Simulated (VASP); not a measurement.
Te: single point with PBE

The system is Te.

```
Te
1.0
     5.54492    0.00000    0.00000
    -2.77246    4.80204    0.00000
     0.00000    0.00000    3.27397
Te
3
Direct
  0.00000 0.00000 0.00000
  0.33333 0.66667 0.50000
  0.66667 0.33333 0.50000
```

```yaml
Program: VASP 6.6.1
Task: single point
Functional: PBE
Potentials_or_basis: VASP PAW PBE potentials, release 64 (Te)
Cutoff: 520 eV
k_mesh: 8 × 8 × 11
Occupations: fermi-dirac, width 0.1 eV
Spin: no spin polarisation
Dipole_correction: no
Further_INCAR_settings: ALGO = Normal; EDIFF = 1e-06; NBANDS = 16
```

```json
{"Pressure": "-0.2 GPa", "Band gap on the k mesh": "zero (band 9 reaches 10.33 eV, above the bottom of band 10 at 5.35 eV)"}
```

Stress tensor (GPa, compression positive):
```
 0.42  0.00  0.00
 0.00  0.42  0.00
 0.00  0.00 -1.58
```

Levels at points of the mesh, in eV from the Fermi level:
| k point | band 5 | band 6 | band 7 | band 8 | band 9 | band 10 | band 11 | band 12 | band 13 | band 14 |
| --- | --- | --- | --- | --- | --- | --- | --- | --- | --- | --- |
| (0.00, 0.00, 0.00) | -4.58 | -4.12 | -4.12 | 0.27 | 2.67 | 2.67 | 3.02 | 3.22 | 5.09 | 9.08 |
| (0.50, 0.00, 0.00) | -2.66 | -2.28 | -0.32 | 0.01 | 0.33 | 1.45 | 1.62 | 2.70 | 5.43 | 6.68 |

Run time: 110 s on 1 thread of AMD EPYC 7R43 64-Core Processor (Zen 3), on a shared host, peak memory 0.19 GiB.

Caveat: spin-orbit coupling is left out, which moves the levels of the heavy elements.
